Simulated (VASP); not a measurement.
# HoMoN2 (P4/mmm) in VASP: single point with PBE

Aim: the single point of HoMoN2 with PBE.

Everything below comes from runs of VASP 6.6.1. Logs are shortened: lines on timing, memory, paths and dates and some standing lists are left out, and cuts for length are marked.

## Step 1: The cell of the first run

Symmetry: P4/mmm, No. 123, tetragonal system. Conventional cell: a = 3.978 Å, b = 3.978 Å, c = 3.242 Å, α = 90.00°, β = 90.00°, γ = 90.00°. Within 3.4 Å of Ho (site symmetry 4/mmm) lie 8 N at 2.57 Å and 2 Ho at 3.24 Å and 8 Mo at 3.25 Å. Mo (site symmetry 4/mmm) has 4 N at 1.99 Å within 2.6 Å. Within 2.6 Å of N (site symmetry mmm) lie 2 Mo at 1.99 Å and 4 Ho at 2.57 Å.

## Step 2: Single point, PBE, collinear spin, ferromagnetic start

INCAR reads:

```
  ALGO = Normal
  EDIFF = 1E-7
  ENCUT = 520
  GGA = PE
  ISIF = 2
  ISMEAR = 0
  ISPIN = 2
  LASPH = T
  LCHARG = T
  LELF = T
  LMAXMIX = 6
  LORBIT = 11
  LREAL = F
  LVHAR = T
  LWAVE = F
  MAGMOM = 0 1 0 0
  NBANDS = 34
  NELM = 150
  PREC = Accurate
  SIGMA = 0.15
```

KPOINTS reads:

```
k-points
0
Gamma
  3 3 4
```

POSCAR reads:

```
HoMoN2
1.0
    3.9776252561      0.0000000000      0.0000000000
    0.0000000000      3.9776252561      0.0000000000
    0.0000000000      0.0000000000      3.2423325966
Ho Mo N
1 1 2
Direct
    0.5000000000      0.5000000000      0.0000000000
    0.0000000000      0.0000000000      0.5000000000
    0.5000000000      0.0000000000      0.5000000000
    0.0000000000      0.5000000000      0.5000000000
```

Potentials or basis: VASP PAW PBE potentials, release 64 (Ho, Mo_sv, N).

Command:

```console
$ cat potpaw_PBE.64/Ho/POTCAR potpaw_PBE.64/Mo_sv/POTCAR potpaw_PBE.64/N/POTCAR > POTCAR
$ mpirun -np 1 vasp_std > vasp.out
```

OUTCAR:

```text
EDIFF = 1E-7
   ENCUT = 520
   GGA = PE
   ISIF = 2
   ISMEAR = 0
   ISPIN = 2
   LASPH = T
   LORBIT = 11
   LREAL = F
   NELM = 150
   PREC = Accurate

 ion  position               nearest neighbor table
   1  0.500  0.500  0.000-   3 2.57   4 2.57   3 2.57   4 2.57   3 2.57   3 2.57   4 2.57   4 2.57
                             2 3.25   2 3.25   2 3.25   2 3.25   2 3.25   2 3.25   2 3.25   2 3.25
   2  0.000  0.000  0.500-   3 1.99   4 1.99   4 1.99   3 1.99   1 3.25   1 3.25   1 3.25   1 3.25
                             1 3.25   1 3.25   1 3.25   1 3.25
   3  0.500  0.000  0.500-   2 1.99   2 1.99   1 2.57   1 2.57   1 2.57   1 2.57
   4  0.000  0.500  0.500-   2 1.99   2 1.99   1 2.57   1 2.57   1 2.57   1 2.57

  LATTYP: Found a simple tetragonal cell.
 ALAT       =     3.9776252561
 C/A-ratio  =     0.8151428020

  Lattice vectors:

 A1 = (   3.9776252561,   0.0000000000,   0.0000000000)
 A2 = (   0.0000000000,   3.9776252561,   0.0000000000)
 A3 = (   0.0000000000,   0.0000000000,   3.2423325966)

Analysis of symmetry for initial positions (statically):
=====================================================================
 Subroutine PRICEL returns:
 Original cell was already a primitive cell.

 Routine SETGRP: Setting up the symmetry group for a
 simple tetragonal supercell.

 Subroutine GETGRP returns: Found 16 space group operations
 (whereof 16 operations were pure point group operations)
 out of a pool of 16 trial point group operations.

The static configuration has the point symmetry D_4h.

Analysis of symmetry for dynamics (positions and initial velocities):
=====================================================================
 Subroutine PRICEL returns:
 Original cell was already a primitive cell.

 Routine SETGRP: Setting up the symmetry group for a
 simple tetragonal supercell.

 Subroutine GETGRP returns: Found 16 space group operations
 (whereof 16 operations were pure point group operations)
 out of a pool of 16 trial point group operations.

The dynamic configuration has the point symmetry D_4h.

Analysis of structural, dynamic, and magnetic symmetry:
=====================================================================
 Subroutine PRICEL returns:
 Original cell was already a primitive cell.

 Routine SETGRP: Setting up the symmetry group for a
 simple tetragonal supercell.

 Subroutine GETGRP returns: Found 16 space group operations
 (whereof 16 operations were pure point group operations)
 out of a pool of 16 trial point group operations.

The overall configuration has the point symmetry D_4h.

 Subroutine INISYM returns: Found 16 space group operations
 (whereof 16 operations are pure point group operations),
 and found     1 'primitive' translations

----------------------------------------------------------------------------------------

                                     Primitive cell

  volume of cell :      51.2986

  direct lattice vectors                    reciprocal lattice vectors
     3.977625256  0.000000000  0.000000000     0.251406288  0.000000000  0.000000000
     0.000000000  3.977625256  0.000000000     0.000000000  0.251406288  0.000000000
     0.000000000  0.000000000  3.242332597     0.000000000  0.000000000  0.308419932

  length of vectors
     3.977625256  3.977625256  3.242332597     0.251406288  0.251406288  0.308419932

  position of ions in fractional coordinates (direct lattice)
     0.500000000  0.500000000  0.000000000
     0.000000000  0.000000000  0.500000000
     0.500000000  0.000000000  0.500000000
     0.000000000  0.500000000  0.500000000

  ion indices of the primitive-cell ions
   primitive index   ion index
                 1           1
                 2           2
                 3           3
                 4           4

----------------------------------------------------------------------------------------

 KPOINTS: k-points

Automatic generation of k-mesh.
 Grid dimensions read from file:
 generate k-points for:    3    3    4

 Generating k-lattice:

  Cartesian coordinates                     Fractional coordinates (reciprocal lattice)
     0.083802096  0.000000000  0.000000000     0.333333333  0.000000000  0.000000000
     0.000000000  0.083802096  0.000000000     0.000000000  0.333333333  0.000000000
     0.000000000  0.000000000  0.077104983     0.000000000  0.000000000  0.250000000

  Length of vectors
     0.083802096  0.083802096  0.077104983

  Shift w.r.t. Gamma in fractional coordinates (k-lattice)
     0.000000000  0.000000000  0.000000000

 Subroutine IBZKPT returns following result:
 ===========================================

 Found      9 irreducible k-points:

 Following reciprocal coordinates:
            Coordinates               Weight
  0.000000  0.000000  0.000000      1.000000
  0.333333  0.000000  0.000000      4.000000
  0.333333  0.333333  0.000000      4.000000
  0.000000  0.000000  0.250000      2.000000
  0.333333  0.000000  0.250000      8.000000
  0.333333  0.333333  0.250000      8.000000
  0.000000  0.000000  0.500000      1.000000
  0.333333  0.000000  0.500000      4.000000
  0.333333  0.333333  0.500000      4.000000
   k-points           NKPTS =      9   k-points in BZ     NKDIM =      9   number of bands    NBANDS=     34
   number of dos      NEDOS =    301   number of ions     NIONS =      4
   total plane-waves  NPLWV =  21600
   dimension x,y,z NGX =    30 NGY =   30 NGZ =   24
   dimension x,y,z NGXF=    60 NGYF=   60 NGZF=   48
   ions per type =               1   1   2
   NGX,Y,Z   is equivalent  to a cutoff of  12.54, 12.54, 12.31 a.u.
   NGXF,Y,Z  is equivalent  to a cutoff of  25.08, 25.08, 24.61 a.u.
 SYSTEM =  unknown system
   PREC   = accura    normal or accurate (medium, high low for compatibility)
   ISTART =      0    job   : 0-new  1-cont  2-samecut
   ICHARG =      2    charge: 1-file 2-atom 10-const
   ISPIN  =      2    spin polarized calculation?
   LNONCOLLINEAR =      F non collinear calculations
   LSORBIT =      F    spin-orbit coupling
   LASPH  =      T    aspherical Exc in radial PAW
   ENCUT  =  520.0 eV  38.22 Ry    6.18 a.u.   7.40  7.40  6.03*2*pi/ulx,y,z
   NELM   =    150;   NELMIN=  2; NELMDL= -5     # of ELM steps
   EDIFF  = 0.1E-06   stopping-criterion for ELM
   LREAL  =      F    real-space projection
   EDIFFG = 0.1E-05   stopping-criterion for IOM
   NSW    =      0    number of steps for IOM
   IBRION =     -1    ionic relax: 0-MD 1-quasi-New 2-CG
   NFREE  =      0    steps in history (QN), initial steepest desc. (CG)
   ISIF   =      2    stress and relaxation
   ISYM   =      2    0-nonsym 1-usesym 2-fastsym
   POTIM  = 0.5000    time-step for ionic-motion
   TEBEG  =    0.0;   TEEND  =   0.0 temperature during run
   PSTRESS=    0.0 pullay stress
   NELECT =      45.0000    total number of electrons
   NUPDOWN=      -1.0000    fix difference up-down
   EMIN   =  10.00;   EMAX   =-10.00  energy-range for DOS
   EFERMI =   0.00;   METHOD = LEGACY
   ISMEAR =     0;   SIGMA  =   0.15  broadening in eV -4-tet -1-fermi 0-gaus
   EFERMI_NEDOS =   21; number of points for ismear=-14 and -15
   IALGO  =     38    algorithm
   IMIX   =      4    mixing-type and parameters
     AMIX     =   0.40;   BMIX     =  1.00
     AMIX_MAG =   1.60;   BMIX_MAG =  1.00
  volume/ion in A,a.u.               =      12.82        86.54
  Fermi-wavevector in a.u.,A,eV,Ry     =   1.567150  2.961484 33.415353  2.455959
  Thomas-Fermi vector in A             =   2.669372
   LORBIT       =     11    0 simple, 1 ext, 2 COOP (PROOUT), +10 PAW based schemes
   GGA     = PE    functional components
   LHFCALC =     F    Hartree Fock is set to
   AEXX    =    0.0000 exact exchange contribution
   IVDW    =     0    specifies the selected vdW correction
   LEPSILON=     F    determine dielectric tensor
   LRPA    =     F    only Hartree local field effects (RPA)
 spin polarized calculation
 Gauss-broadening in eV      SIGMA  =   0.15
  energy-cutoff  :      520.00
  volume of cell :       51.30
 maximum number of plane-waves:      1405
 NGX is ok and might be reduce to    30
   NGX = 15   NGY = 15   NGZ = 13

 number of electron      45.0000016 magnetization      -0.0339657

 number of electron      45.0000005 magnetization       0.2168865

 Free energy of the ion-electron system (eV)
  ---------------------------------------------------
  ext. energy  EPLUGINS =         0.00000000
  ---------------------------------------------------
  free energy    TOTEN  =       -36.08614254 eV

  energy without entropy =      -35.94974968  energy(sigma->0) =      -36.01794611

 E-fermi :   6.8017     XC(G=0): -12.4382

 val. band max:        6.7883409762   @ k =   0.3333   0.3333   0.2500
 cond. band min:       6.8069193591   @ k =   0.3333   0.3333   0.0000
 fundamental gap:      0.0185783829
 Fermi energy:         6.8016799271

 spin component 1

 k-point     1 :       0.0000    0.0000    0.0000
  band No.  band energies     occupation
      1     -54.4261      1.00000
      2     -39.7163      1.00000
      3     -28.6877      1.00000
      4     -28.6877      1.00000
      5     -28.2463      1.00000
      6     -14.9406      1.00000
[... 26 lines left out ...]
     33      13.4509      0.00000
     34      13.4509      0.00000

 k-point     2 :       0.3333    0.0000    0.0000
  band No.  band energies     occupation
      1     -54.4252      1.00000
      2     -39.7137      1.00000
      3     -28.7220      1.00000
      4     -28.6842      1.00000
      5     -28.2438      1.00000
      6     -15.1831      1.00000
[... 26 lines left out ...]
     33      14.7834      0.00000
     34      14.9475      0.00000
[... 220 lines left out ...]
     33      14.9354      0.00000
     34      15.7948      0.00000

 k-point     9 :       0.3333    0.3333    0.5000
  band No.  band energies     occupation
      1     -54.4116      1.00000
      2     -39.6543      1.00000
      3     -28.7038      1.00000
      4     -28.7029      1.00000
      5     -28.4164      1.00000
      6     -15.4334      1.00000
[... 26 lines left out ...]
     33      15.5550      0.00000
     34      15.8923      0.00000
 Fermi energy:         6.8016799271

 spin component 2

 k-point     1 :       0.0000    0.0000    0.0000
  band No.  band energies     occupation
      1     -54.3792      1.00000
      2     -39.7109      1.00000
      3     -28.6522      1.00000
      4     -28.6522      1.00000
      5     -28.1621      1.00000
      6     -14.8826      1.00000
[... 26 lines left out ...]
     33      13.4645      0.00000
     34      13.5341      0.00000

 k-point     2 :       0.3333    0.0000    0.0000
  band No.  band energies     occupation
      1     -54.3782      1.00000
      2     -39.7083      1.00000
      3     -28.6864      1.00000
      4     -28.6486      1.00000
      5     -28.1596      1.00000
      6     -15.0168      1.00000
[... 26 lines left out ...]
     33      14.8242      0.00000
     34      14.9614      0.00000
[... 220 lines left out ...]
     33      14.8093      0.00000
     34      15.8125      0.00000

 k-point     9 :       0.3333    0.3333    0.5000
  band No.  band energies     occupation
      1     -54.3647      1.00000
      2     -39.6478      1.00000
      3     -28.6683      1.00000
      4     -28.6674      1.00000
      5     -28.3309      1.00000
      6     -15.7624      1.00000
[... 26 lines left out ...]
     33      15.6906      0.00000
     34      15.9377      0.00000

------------------------ aborting loop because EDIFF is reached ----------------------------------------

  FORCE on cell =-STRESS in cart. coord.  units (eV):
  Direction    XX          YY          ZZ          XY          YZ          ZX
  --------------------------------------------------------------------------------------
  -------------------------------------------------------------------------------------
  Total        1.0357281      1.0357281      0.0853696      0.0000000      0.0000000      0.0000000
  in kB       32.3482680     32.3482680      2.6662970      0.0000000      0.0000000      0.0000000
  external PRESSURE =      22.4542776 kB  Pullay stress =       0.0000000 kB

 VOLUME and BASIS-vectors are now :
 -----------------------------------------------------------------------------
  energy-cutoff  :      520.00
  volume of cell :       51.30
      direct lattice vectors                 reciprocal lattice vectors
     3.977625256  0.000000000  0.000000000     0.251406288  0.000000000  0.000000000
     0.000000000  3.977625256  0.000000000     0.000000000  0.251406288  0.000000000
     0.000000000  0.000000000  3.242332597     0.000000000  0.000000000  0.308419932

 POSITION                                       TOTAL-FORCE (eV/Angst)
 -----------------------------------------------------------------------------------
      1.98881      1.98881      0.00000         0.000000      0.000000      0.000000
      0.00000      0.00000      1.62117         0.000000      0.000000      0.000000
      1.98881      0.00000      1.62117         0.000000      0.000000      0.000000
      0.00000      1.98881      1.62117         0.000000      0.000000      0.000000
 -----------------------------------------------------------------------------------
    total drift:                                0.000000      0.000000     -0.000000

  FREE ENERGIE OF THE ION-ELECTRON SYSTEM (eV)
  ---------------------------------------------------
  free  energy   TOTEN  =       -36.0861425368 eV

  energy  without entropy=      -35.9497496813  energy(sigma->0) =      -36.01794611

 total charge

# of ion       s       p       d       f       tot
--------------------------------------------------
    1        2.046   5.766   0.447  10.293  18.552
    2        2.356   6.306   3.834   0.000  12.495
    3        1.262   2.461   0.000   0.000   3.723
    4        1.262   2.461   0.000   0.000   3.723
--------------------------------------------------
tot          6.926  16.993   4.281  10.293  38.493

 magnetization (x)

# of ion       s       p       d       f       tot
--------------------------------------------------
    1       -0.000   0.000   0.007   0.038   0.045
    2        0.004   0.002   0.069   0.000   0.075
    3        0.002   0.026   0.000   0.000   0.028
    4        0.002   0.026   0.000   0.000   0.028
--------------------------------------------------
tot          0.009   0.054   0.076   0.038   0.176
```

Wall time 86 s (1 thread of Intel Xeon Platinum 8559C (Emerald Rapids), shared host); peak memory 0.2 GiB.

What came out:

| Item | Value |
| --- | --- |
| Free energy | -36.0861 eV |
| Pressure | 2.2 GPa |
| Net moment | 0.22 μB per cell |
| Site moments | Ho +0.04; Mo +0.07; N +0.03 μB |
| Valence electrons inside the program's atomic spheres | Ho 18.55; Mo 12.49; N 3.72 |

Stress tensor (GPa, compression positive):
```
3.23 0.00 0.00
0.00 3.23 0.00
0.00 0.00 0.27
```

Caveat: the k points lie up to 0.53 Å⁻¹ apart; the magnetic or orbital state may not be the lowest; spin-orbit coupling is left out, which moves the levels of the heavy elements; without U or exact exchange the open f shell lies at the Fermi level, which spoils levels, moments and volumes.
